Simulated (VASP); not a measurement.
Set up this calculation in VASP 6.6.1, as the native input.

- Task: single point
- Functional: PBEsol
- Potentials or basis: VASP PAW PBE potentials, release 64 (Be, B)
- Cutoff: 520 eV
- k mesh: 18 × 18 × 18
- Occupations: gaussian, width 0.1 eV
- Spin: no spin polarisation
- Dipole correction: no
- Further INCAR settings: ALGO = Normal; EDIFF = 1e-06; NBANDS = 14

The structure of BeB3 lies in POSCAR:

```
BeB3
1.0
   -1.6942713090      1.6942713090      3.3602008223
    1.6942713090     -1.6942713090      3.3602008223
    1.6942713090      1.6942713090     -3.3602008223
Be B
1 3
Direct
    0.0000000000      0.0000000000      0.0000000000
    0.7500000000      0.2500000000      0.5000000000
    0.2500000000      0.7500000000      0.5000000000
    0.5000000000      0.5000000000      0.0000000000
```

This cell differs from its parent crystal: Al replaced by B, lengths x 0.855, strained.

One way to write it, as run:

INCAR

```
  PREC = Accurate
  ENCUT = 520
  EDIFF = 1E-6
  ISMEAR = 0
  SIGMA = 0.1
  LREAL = False
  LASPH = True
  NELM = 80
  ALGO = Normal
  ISIF = 2
  LWAVE = False
  LCHARG = False
  GGA = PS
  NBANDS = 14
```

KPOINTS

```
regular mesh
0
Gamma
  18 18 18
```

Potentials or basis: VASP PAW PBE potentials, release 64 (Be, B).

The run is started by

```sh
$ cat potpaw_PBE.64/Be/POTCAR potpaw_PBE.64/B/POTCAR > POTCAR
$ mpirun -np 1 vasp_std > vasp.out
```

It gave:

```yaml
Pressure: -42.4 GPa
Band_gap_on_the_k_mesh: zero (an odd number of electrons rules out a gap without spin polarisation)
```

Caveat: the cell differs from its parent crystal (Al replaced by B, lengths x 0.855, strained); the cell stands under tension; the PAW data sets were made with another functional, which shifts forces and pressure a little.

Run time: 4.1 min on 1 thread of Intel Xeon 8259CL, on a shared host, peak memory 0.35 GiB.
